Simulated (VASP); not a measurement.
Set up this calculation in VASP 6.6.1, as the native input.

| Quantity | Value |
| --- | --- |
| Task | single point |
| Functional | PBEsol |
| Potentials or basis | VASP PAW PBE potentials, release 64 (V_sv, N) |
| Cutoff | 520 eV |
| k mesh | 18 × 18 × 8 |
| Occupations | gaussian, width 0.15 eV |
| Spin | no spin polarisation |
| Dipole correction | no |
| Further INCAR settings | ALGO = Normal; EDIFF = 1e-06; NBANDS = 28 |

The structure of V2N3 lies in POSCAR:

```
V2N3
1.0
    2.7797869938      0.0000000000      0.0000000000
   -1.3898934969      2.4073661537      0.0000000000
    0.0000000000      0.0000000000      6.1963538749
V N
2 3
Direct
    0.6666666667      0.3333333333      0.3021155180
    0.3333333333      0.6666666667      0.6978844820
   -0.0330081038     -0.0660162075      0.4804046255
    0.0000000000      0.0000000000      0.1074399115
    0.0000000000      0.0000000000      0.8925600885
```

This cell differs from its parent crystal: atom 3 (N) moved +0.200 Å towards its neighbour atom 1 (V) at 2.020 Å.

These files were run (other wordings do the same):

INCAR

```
SYSTEM = V2N3
  ALGO = Normal
  EDIFF = 1E-6
  ENCUT = 520
  GGA = PS
  ISIF = 2
  ISMEAR = 0
  LASPH = .TRUE.
  LCHARG = .FALSE.
  LREAL = .FALSE.
  LWAVE = .FALSE.
  NBANDS = 28
  NELM = 100
  PREC = Accurate
  SIGMA = 0.15
```

KPOINTS

```
k-points
0
G
  18 18 8
  0 0 0
```

Potentials or basis: VASP PAW PBE potentials, release 64 (V_sv, N).

Launch:

```console
$ cat potpaw_PBE.64/V_sv/POTCAR potpaw_PBE.64/N/POTCAR > POTCAR
$ mpirun -np 1 vasp_std > vasp.out
```

It gave:

```yaml
Pressure: 4.8 GPa
Largest_force: 3.855 eV/Å
Band_gap_on_the_k_mesh: zero (an odd number of electrons rules out a gap without spin polarisation)
```

Caveat: the cell differs from its parent crystal (atom 3 (N) moved +0.200 Å towards its neighbour atom 1 (V) at 2.020 Å); the stress differs along the axes, from 1 to 8 GPa; the PAW data sets were made with another functional, which shifts forces and pressure a little; the run has no spin polarisation, though such a crystal can be magnetic.

Wall time 5.5 min on 1 thread of Intel(R) Xeon(R) 6975P-C (Granite Rapids), with other jobs on the host, peak memory 0.69 GiB.
